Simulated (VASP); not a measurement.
Write the native input for VASP 6.6.1 that does the following.

* Task: single point
* Functional: PBEsol
* Potentials or basis: VASP PAW PBE potentials, release 64 (Sc_sv)
* Cutoff: 520 eV
* k mesh: 9 × 9 × 9
* Occupations: fermi-dirac, width 0.1 eV
* Spin: no spin polarisation
* Dipole correction: no
* Further INCAR settings: ALGO = Normal; EDIFF = 1e-06; NBANDS = 12

The structure of Sc lies in POSCAR:

```
Sc
1.0
    3.3703490000      0.0000000000      0.0000000000
    0.0000000000      3.3703490000      0.0000000000
    0.0000000000      0.0000000000      3.3703490000
Sc
1
Direct
    0.5000000000      0.5000000000      0.5000000000
```

The input as run:

INCAR

```
SYSTEM = Sc
PREC = Accurate
ENCUT = 520
EDIFF = 1E-6
ISMEAR = -1
SIGMA = 0.1
LREAL = .FALSE.
LASPH = .TRUE.
NELM = 60
ALGO = Normal
ISIF = 2
LWAVE = .FALSE.
LCHARG = .FALSE.
GGA = PS
NBANDS = 12
```

KPOINTS

```
Automatic mesh
0
G
  9 9 9
  0 0 0
```

Potentials or basis: VASP PAW PBE potentials, release 64 (Sc_sv).

Launch:

```sh
$ cat potpaw_PBE.64/Sc_sv/POTCAR > POTCAR
$ mpirun -np 1 vasp_std > vasp.out
```

Results of the run:

```
Pressure : -8.1 GPa
```

Caveat: the PAW data sets were made with another functional, which shifts forces and pressure a little.

It took 22 s on 1 thread of Intel Xeon 8259CL (shared host), peak memory 0.16 GiB.
